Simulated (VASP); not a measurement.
A run of VASP 6.6.1 is set up as follows.

File INCAR:

```
  PREC = Accurate
  ENCUT = 520
  EDIFF = 1E-7
  ISMEAR = -1
  SIGMA = 0.15
  LREAL = False
  LASPH = True
  NELM = 80
  ALGO = Normal
  ISIF = 2
  LWAVE = False
  LCHARG = False
  GGA = PS
  NBANDS = 14
```

Contents of KPOINTS:

```
regular mesh
0
Gamma
  9 9 3
```

File POSCAR:

```
Li
1.0
    3.0088857524      0.0000000000      0.0000000000
   -1.5044428762      2.6057711408      0.0000000000
    0.0000000000      0.0000000000     10.1303534536
Li
4
Direct
    0.0000000000      0.0000000000      0.0000000000
    0.3333333333      0.6666666667      0.2500000000
    0.0000000000      0.0000000000      0.5000000000
    0.6666666667      0.3333333333      0.7500000000
```

Potentials or basis: VASP PAW PBE potentials, release 64 (Li_sv).

Run with:

```console
$ cat potpaw_PBE.64/Li_sv/POTCAR > POTCAR
$ mpirun -np 1 vasp_std > vasp.out
```

Predict the band gap on the k mesh.

zero (band 6 reaches 2.36 eV, above the bottom of band 7 at -1.82 eV).
